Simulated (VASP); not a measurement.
Write the native input for VASP 6.6.1 that does the following.

| Item | Value |
| --- | --- |
| Task | single point |
| Functional | PBEsol |
| Potentials or basis | VASP PAW PBE potentials, release 64 (Mn_pv, S) |
| Cutoff | 520 eV |
| k mesh | 7 × 6 × 7 |
| Occupations | methfessel-paxton, width 0.1 eV |
| Spin | collinear spin, ferromagnetic start |
| Starting moments | [5.2, 0.0] μB |
| Hubbard terms | Mn d U = 2.9 eV, J = 0.9 eV |
| Dipole correction | no |
| LDAUTYPE | 1 |
| Hund's J | 0.9 |
| Further INCAR settings | ALGO = Normal; EDIFF = 1e-07; NBANDS = 20 |

The structure of MnS lies in POSCAR:

```
MnS
1.0
    3.0095500000      0.0539100000     -0.0023200000
    0.0539100000      3.0596700000      0.0029700000
   -0.0023200000      0.0029700000      3.0339900000
Mn S
1 1
Direct
    0.4919700000      0.4549900000      0.4945000000
    0.9852023860      0.0276871330      0.0065148021
```

The input as run:

INCAR

```
SYSTEM = MnS
  ALGO = Normal
  EDIFF = 1E-7
  ENCUT = 520
  GGA = PS
  ISIF = 2
  ISMEAR = 1
  ISPIN = 2
  LASPH = .True.
  LCHARG = .False.
  LDAU = .True.
  LDAUJ = 0.9 0
  LDAUL = 2 -1
  LDAUPRINT = 1
  LDAUTYPE = 1
  LDAUU = 2.9 0
  LMAXMIX = 4
  LORBIT = 11
  LREAL = .False.
  LWAVE = .False.
  MAGMOM = 5.2 0
  NBANDS = 20
  NELM = 150
  PREC = Accurate
  SIGMA = 0.1
```

KPOINTS

```
k-points
0
Gamma
  7 6 7
  0 0 0
```

Potentials or basis: VASP PAW PBE potentials, release 64 (Mn_pv, S).

Run with:

```sh
$ cat potpaw_PBE.64/Mn_pv/POTCAR potpaw_PBE.64/S/POTCAR > POTCAR
$ mpirun -np 1 vasp_std > vasp.out
```

It gave:

```
Pressure                                              : 11.2 GPa
Largest force                                         : 0.440 eV/Å
Net moment                                            : 4.14 μB per cell
Site moments                                          : Mn +3.99; S -0.03 μB
Valence electrons inside the program's atomic spheres : Mn 11.48; S 3.71
```

Caveat: the cell stands under pressure; the PAW data sets were made with another functional, which shifts forces and pressure a little; a cell with one magnetic atom can't hold antiferromagnetic order, which such compounds often take.

Wall time 46 s on 1 thread of Intel(R) Xeon(R) 6975P-C (Granite Rapids), with other jobs on the host, peak memory 0.24 GiB.
